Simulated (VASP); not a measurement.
Wanted: the native input for a VASP 6.6.1 run.

```
Task                   : single point
Functional             : PBEsol
Potentials or basis    : VASP PAW PBE potentials, release 64 (Os)
Cutoff                 : 520 eV
k mesh                 : 7 × 7 × 7
Occupations            : fermi-dirac, width 0.1 eV
Spin                   : no spin polarisation
Dipole correction      : no
Further INCAR settings : ALGO = Normal; EDIFF = 1e-06; NBANDS = 42
```

The structure of Os lies in POSCAR:

```
Os
1.0
    4.8647135685      0.0000000000      0.0000000000
    0.0000000000      4.8647135685      0.0000000000
    0.0000000000      0.0000000000      4.8647135685
Os
8
Direct
    0.0000000000      0.0000000000      1.0000000000
    0.5000000000      0.5000000000      0.5000000000
    0.2500000000      1.0000000000      0.5000000000
    0.7500000000      1.0000000000      0.5000000000
    0.5000000000      0.2500000000      1.0000000000
    0.5000000000      0.7500000000      0.0000000000
    0.0000000000      0.5000000000      0.2500000000
    0.0000000000      0.5000000000      0.7500000000
```

The input as run:

INCAR

```
PREC     = Accurate       # precision mode
ENCUT    = 520            # plane-wave cutoff, eV
EDIFF    = 1E-6           # SCF threshold, eV
ISMEAR   = -1             # smearing method
SIGMA    = 0.1            # smearing width, eV
LREAL    = False          # projectors in reciprocal space
LASPH    = True           # aspherical terms in the spheres
NELM     = 100            # most SCF steps
ALGO     = Normal         # electronic algorithm
ISIF     = 2              # what is computed and relaxed
LWAVE    = False          # write WAVECAR
LCHARG   = False          # write CHGCAR
GGA      = PS             # functional
NBANDS   = 42             # bands
```

KPOINTS

```
Automatic mesh
0
Gamma
  7 7 7
```

Potentials or basis: VASP PAW PBE potentials, release 64 (Os).

Launch:

```bash
$ cat potpaw_PBE.64/Os/POTCAR > POTCAR
$ mpirun -np 1 vasp_std > vasp.out
```

It gave:

```
Pressure               : 0.0 GPa
Band gap on the k mesh : zero (band 32 reaches 9.43 eV, above the bottom of band 33 at 8.70 eV)
```

Caveat: the PAW data sets were made with another functional, which shifts forces and pressure a little; spin-orbit coupling is left out, which moves the levels of the heavy elements.

Run time: 96 s on 1 thread of Intel(R) Xeon(R) Platinum 8259CL CPU @ 2.50GHz (Skylake/Cascade Lake), with other jobs on the host, peak memory 0.23 GiB.
